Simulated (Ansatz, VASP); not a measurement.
## GaN: VASP beside Ansatz

INCAR

```
SYSTEM = GaN
PREC = Accurate
ENCUT = 520
EDIFF = 1E-7
ISMEAR = -1
SIGMA = 0.08
LREAL = .FALSE.
LASPH = .TRUE.
NELM = 100
ALGO = Normal
ISIF = 2
LWAVE = .FALSE.
LCHARG = .FALSE.
GGA = PE
NBANDS = 26
```

KPOINTS

```
regular mesh
0
G
  11 11 7
  0 0 0
```

File POSCAR:

```
GaN
1.0
    2.9239536680      0.0000000000      0.0000000000
   -1.4619768340      2.5322181560      0.0000000000
    0.0000000000      0.0000000000      4.9864813933
Ga N
2 2
Direct
    0.0000000000      0.0000000000      0.0000000000
    0.0000000000      0.0000000000      0.5000000000
    0.3333333333      0.6666666667      0.2500000000
    0.6666666667      0.3333333333      0.7500000000
```

Input for Ansatz:

```yaml
crystal:
  lattice:
    - [2.923953668, 0.0, 0.0]
    - [-1.461976834, 2.532218156, 0.0]
    - [0.0, 0.0, 4.9864813933]
  atoms:
    - { symbol: Ga, position: [0.0, 0.0, 0.0] }
    - { symbol: Ga, position: [0.0, 0.0, 0.5] }
    - { symbol: "N", position: [0.3333333333, 0.6666666667, 0.25] }
    - { symbol: "N", position: [0.6666666667, 0.3333333333, 0.75] }
kpoints:
  mp_grid: { grid: [11, 11, 7] }
scf:
  occupations: { method: fermi_dirac, width: 0.08 }
hamiltonian:
  xc: pbe
  pseudopotentials: { kind: all_electron, lapw: { basis_error: 0.0005 } }
output:
  forces: true
  stress: true
  eigenvalues: true
  populations: true
```

Alike in both runs: task single point; functional PBE; k mesh 11 × 11 × 7; occupations fermi-dirac, width 0.08 eV; no spin polarisation.

|  | VASP | Ansatz |
| --- | --- | --- |
| version | VASP 6.6.1 | Ansatz 0.2.0 |
| potentials or method | VASP PAW PBE potentials, release 64 (Ga_d, N), cutoff 520 eV | all-electron LAPW, scalar-relativistic |

|  | VASP | Ansatz | Ansatz less VASP |
| --- | --- | --- | --- |
| pressure (GPa) | 18.9 | 18.0 | -0.86 |

Ansatz ran all-electron here, and VASP with PAW potentials.
